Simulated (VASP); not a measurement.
# RbZn (CsCl type) (Pm-3m) in VASP: relaxation of cell and atoms with r2SCAN

Aim: the relaxation of cell and atoms of RbZn (CsCl type) with r2SCAN.

Program: VASP 6.6.1. These are calculated values, not measurements. Logs are shortened: lines on timing, memory, paths and dates and some standing lists are left out, and cuts for length are marked.

### Step 1. The cell of the first run

Symmetry: Pm-3m, No. 221, cubic system. The conventional cell has a = 4.625 Å, b = 4.625 Å, c = 4.625 Å, α = 90.00°, β = 90.00°, γ = 90.00°. Rb (site symmetry m-3m) has 8 Zn at 4.01 Å and 6 Rb at 4.63 Å within 5.3 Å. Within 5.3 Å of Zn (site symmetry m-3m) lie 8 Rb at 4.01 Å and 6 Zn at 4.63 Å.

### Step 2. Relaxation of cell and atoms, r2SCAN

Input file POSCAR:

```
RbZn
1.0
    4.6250708925      0.0000000000      0.0000000000
    0.0000000000      4.6250708925      0.0000000000
    0.0000000000      0.0000000000      4.6250708925
Rb Zn
1 1
Direct
    0.0000000000      0.0000000000      0.0000000000
    0.5000000000      0.5000000000      0.5000000000
```

Input file INCAR.step1:

```
ALGO     = Normal         # electronic algorithm
EDIFF    = 1E-4           # SCF threshold, eV
ENCUT    = 600            # plane-wave cutoff, eV
GGA      = PE             # functional
ISMEAR   = -1             # smearing method
LASPH    = T              # aspherical terms in the spheres
LCHARG   = F              # write CHGCAR
LREAL    = F              # projectors in reciprocal space
LWAVE    = T              # write WAVECAR
NELM     = 80             # most SCF steps
PREC     = Accurate       # precision mode
SIGMA    = 0.05           # smearing width, eV
```

Input file INCAR.step2:

```
ALGO     = Normal         # electronic algorithm
EDIFF    = 1E-6           # SCF threshold, eV
EDIFFG   = -0.005         # ionic threshold
ENCUT    = 600            # plane-wave cutoff, eV
IBRION   = 2              # ionic algorithm
ISIF     = 3              # what is computed and relaxed
ISMEAR   = -1             # smearing method
ISTART   = 1            
LASPH    = T              # aspherical terms in the spheres
LCHARG   = F              # write CHGCAR
LMIXTAU  = T            
LREAL    = F              # projectors in reciprocal space
LWAVE    = F              # write WAVECAR
METAGGA  = R2SCAN         # meta-GGA
NELM     = 80             # most SCF steps
NSW      = 70             # ionic steps
PREC     = Accurate       # precision mode
SIGMA    = 0.05           # smearing width, eV
```

Input file KPOINTS:

```
k-points
0
Gamma
  9 9 9
```

Potentials or basis: VASP PAW PBE potentials, release 64 (Rb_sv, Zn).

Started as:

```bash
> cat potpaw_PBE.64/Rb_sv/POTCAR potpaw_PBE.64/Zn/POTCAR > POTCAR
> cp INCAR.step1 INCAR
> mpirun -np 1 vasp_std > vasp.out
> cp INCAR.step2 INCAR
> mpirun -np 1 vasp_std > vasp.out
```

OUTCAR:

```text
EDIFF = 1E-6
   EDIFFG = -0.005
   ENCUT = 600
   IBRION = 2
   ISIF = 3
   ISMEAR = -1
   ISTART = 1
   LASPH = T
   LREAL = F
   METAGGA = R2SCAN
   NELM = 80
   NSW = 70
   PREC = Accurate

 ion  position               nearest neighbor table
   1  0.000  0.000  0.000-   2 4.01   2 4.01   2 4.01   2 4.01   2 4.01   2 4.01   2 4.01   2 4.01

   2  0.500  0.500  0.500-   1 4.01   1 4.01   1 4.01   1 4.01   1 4.01   1 4.01   1 4.01   1 4.01

  LATTYP: Found a simple cubic cell.
 ALAT       =     4.6250708925

  Lattice vectors:

 A1 = (   4.6250708925,   0.0000000000,   0.0000000000)
 A2 = (   0.0000000000,   4.6250708925,   0.0000000000)
 A3 = (   0.0000000000,   0.0000000000,   4.6250708925)

Analysis of symmetry for initial positions (statically):
=====================================================================
 Subroutine PRICEL returns:
 Original cell was already a primitive cell.

 Routine SETGRP: Setting up the symmetry group for a
 simple cubic supercell.

 Subroutine GETGRP returns: Found 48 space group operations
 (whereof 48 operations were pure point group operations)
 out of a pool of 48 trial point group operations.

The static configuration has the point symmetry O_h .

Analysis of symmetry for dynamics (positions and initial velocities):
=====================================================================
 Subroutine PRICEL returns:
 Original cell was already a primitive cell.

 Routine SETGRP: Setting up the symmetry group for a
 simple cubic supercell.

 Subroutine GETGRP returns: Found 48 space group operations
 (whereof 48 operations were pure point group operations)
 out of a pool of 48 trial point group operations.

The dynamic configuration has the point symmetry O_h .

 Subroutine INISYM returns: Found 48 space group operations
 (whereof 48 operations are pure point group operations),
 and found     1 'primitive' translations

----------------------------------------------------------------------------------------

                                     Primitive cell

  volume of cell :      98.9362

  direct lattice vectors                    reciprocal lattice vectors
     4.625070893  0.000000000  0.000000000     0.216212902  0.000000000  0.000000000
     0.000000000  4.625070893  0.000000000     0.000000000  0.216212902  0.000000000
     0.000000000  0.000000000  4.625070893     0.000000000  0.000000000  0.216212902

  length of vectors
     4.625070893  4.625070893  4.625070893     0.216212902  0.216212902  0.216212902

[... 97 lines left out ...]
   IALGO  =     38    algorithm
   IMIX   =      4    mixing-type and parameters
     AMIX     =   0.40;   BMIX     =  1.00
     AMIX_MAG =   1.60;   BMIX_MAG =  1.00
  volume/ion in A,a.u.               =      49.47       333.83
  Fermi-wavevector in a.u.,A,eV,Ry     =   0.976554  1.845419 12.975297  0.953657
  Thomas-Fermi vector in A             =   2.107182
   LORBIT       =      0    0 simple, 1 ext, 2 COOP (PROOUT), +10 PAW based schemes
   METAGGA = R2SCAN    functional components
   LHFCALC =     F    Hartree Fock is set to
   AEXX    =    0.0000 exact exchange contribution
   IVDW    =     0    specifies the selected vdW correction
   LEPSILON=     F    determine dielectric tensor
   LRPA    =     F    only Hartree local field effects (RPA)
 conjugate gradient relaxation of ions
 non-spin polarized calculation
  energy-cutoff  :      600.00
  volume of cell :       98.94
 maximum number of plane-waves:      3322
 NGX is ok and might be reduce to    40
   NGX = 19   NGY = 19   NGZ = 19

--------------------------------------- Ionic step        1  -------------------------------------------

 number of electron      21.0000008 magnetization

 Free energy of the ion-electron system (eV)
  ---------------------------------------------------
  ext. energy  EPLUGINS =         0.00000000
  ---------------------------------------------------
  free energy    TOTEN  =       -22.11697666 eV

  energy without entropy =      -22.10137800  energy(sigma->0) =      -22.10917733

------------------------ aborting loop because EDIFF is reached ----------------------------------------

  FORCE on cell =-STRESS in cart. coord.  units (eV):
  Direction    XX          YY          ZZ          XY          YZ          ZX
  --------------------------------------------------------------------------------------
  -------------------------------------------------------------------------------------
  Total       -0.6310725     -0.6310725     -0.6310725     -0.0000000     -0.0000000      0.0000000
  in kB      -10.2196171    -10.2196171    -10.2196171     -0.0000000     -0.0000000      0.0000000
  external PRESSURE =     -10.2196171 kB  Pullay stress =       0.0000000 kB
[... 167 lines left out ...]
--------------------------------------- Ionic step        6  -------------------------------------------

 number of electron      20.9999999 magnetization

 Free energy of the ion-electron system (eV)
  ---------------------------------------------------
  ext. energy  EPLUGINS =         0.00000000
  ---------------------------------------------------
  free energy    TOTEN  =       -22.17819968 eV

  energy without entropy =      -22.15889867  energy(sigma->0) =      -22.16854918

 E-fermi :   0.8487     XC(G=0):  -7.8069

 val. band max:        0.8472137547   @ k =   0.3333   0.2222   0.1111
 cond. band min:       0.8755729499   @ k =   0.4444   0.4444   0.4444
 fundamental gap:      0.0283591952
 Fermi energy:         0.8486788960

 k-point     1 :       0.0000    0.0000    0.0000
  band No.  band energies     occupation
      1     -28.5290      2.00000
      2     -12.0147      2.00000
      3     -12.0147      2.00000
      4     -12.0147      2.00000
      5      -6.8616      2.00000
      6      -6.8616      2.00000
      7      -6.8232      2.00000
      8      -6.8232      2.00000
      9      -6.8232      2.00000
     10      -4.3881      2.00000
     11       3.6356      0.00000
     12       3.6356      0.00000
     13       4.1205      0.00000
     14       4.1205      0.00000
[... 377 lines left out ...]
      1     -28.5107      2.00000
      2     -12.2056      2.00000
      3     -12.1500      2.00000
      4     -12.0024      2.00000
      5      -6.8478      2.00000
      6      -6.8378      2.00000
      7      -6.8347      2.00000
      8      -6.8330      2.00000
      9      -6.8037      2.00000
     10      -2.8172      2.00000
     11       0.7146      1.87188
     12       1.5847      0.00000
     13       3.8511      0.00000
     14       4.2212      0.00000

 [... further k-points ...]
[... 5 lines left out ...]
  --------------------------------------------------------------------------------------
  -------------------------------------------------------------------------------------
  Total        0.0001203      0.0001203      0.0001203      0.0000000     -0.0000000      0.0000000
  in kB        0.0023313      0.0023313      0.0023313      0.0000000     -0.0000000      0.0000000
  external PRESSURE =       0.0023313 kB  Pullay stress =       0.0000000 kB
[... 17 lines left out ...]
  FREE ENERGIE OF THE ION-ELECTRON SYSTEM (eV)
  ---------------------------------------------------
  free  energy   TOTEN  =       -22.1781996767 eV

  energy  without entropy=      -22.1588986739  energy(sigma->0) =      -22.16854918

 reached required accuracy - stopping structural energy minimisation
```

Run time: 22 min. Hardware: 1 thread of Oxide Virtual Turin-like, shared host; peak memory 0.28 GiB.

Results:

```yaml
Free_energy: -22.1782 eV
Relaxed_volume: 41.33 Å³/atom
Relaxed_cell: a = 4.356 Å, b = 4.356 Å, c = 4.356 Å, α = 90.00°, β = 90.00°, γ = 90.00°
Space_group_after_relaxing_to_0.05_Å: Pm-3m (No. 221)
Energy_gained_by_relaxing: 30.6 meV/atom
Ionic_steps: 6
Pressure_after_relaxing: 0.0 GPa
```

The path:
```
step  energy change (eV)  largest force (eV/Å)  pressure (GPa)  volume (Å³)
   1              0.0000                0.0000           -1.02        98.94
   2             -0.0265                0.0000           -0.86        94.49
   3             -0.0546                0.0000           -0.42        87.53
   4             -0.0392                0.0000            0.99        74.65
   5             -0.0611                0.0000           -0.04        83.13
   6             -0.0612                0.0000            0.00        82.67
```

Final structure:
```
Rb Zn
1.0
     4.35628    0.00000    0.00000
     0.00000    4.35628    0.00000
     0.00000    0.00000    4.35628
Rb Zn
1 1
Cartesian
  0.0000 0.0000 0.0000
  2.1781 2.1781 2.1781
```

Caveat: the volume moved by over 15 % at a fixed basis, so the end points are rough; the PAW data sets were made with another functional, which shifts forces and pressure a little.
